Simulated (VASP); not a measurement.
A run of VASP 6.6.1:

Contents of INCAR:

```
SYSTEM = In3SbAs2
PREC = Accurate ; ENCUT = 600
EDIFF = 1E-6 ; ISMEAR = 0
SIGMA = 0.1 ; LREAL = .False.
LASPH = .True. ; NELM = 100
ALGO = Normal ; ISIF = 3
LWAVE = .False. ; LCHARG = .False.
GGA = PE ; IBRION = 2
NSW = 90 ; EDIFFG = -0.04
```

KPOINTS

```
Automatic mesh
0
Gamma
  6 6 1
  0 0 0
```

POSCAR

```
In3SbAs2
1.0
    4.1653565900      0.0000000000      0.0000000000
   -2.0826782900      3.6073046200      0.0000000000
    0.0000000000      0.0000000000     20.5459859600
In Sb As
6 2 4
Direct
    0.6666666700      0.3333333300      0.1668627100
    0.6666666700      0.3333333300      0.5001960400
    0.6666666700      0.3333333300      0.8335293700
    0.3333333300      0.6666666700      0.0001960400
    0.3333333300      0.6666666700      0.3335293700
    0.3333333300      0.6666666700      0.6668627100
    0.6666666700      0.3333333300      0.2916372800
    0.3333333300      0.6666666700      0.7916372800
    0.6666666700      0.3333333300      0.6249706100
    0.6666666700      0.3333333300      0.9583039500
    0.3333333300      0.6666666700      0.1249706100
    0.3333333300      0.6666666700      0.4583039500
```

Potentials or basis: VASP PAW PBE potentials, release 64 (In_d, Sb, As).

The run is started by

```bash
$ cat potpaw_PBE.64/In_d/POTCAR potpaw_PBE.64/Sb/POTCAR potpaw_PBE.64/As/POTCAR > POTCAR
$ mpirun -np 1 vasp_std > vasp.out
```

Hardware: 1 thread of Intel Xeon 6975P-C, with other jobs on the host.

Task: How long does it take, and how much memory?

Result: It took 38 min on 1 thread of Intel Xeon 6975P-C (shared host), peak memory 0.63 GiB. Counts: scf iterations 103, k points 7, ion steps 9.
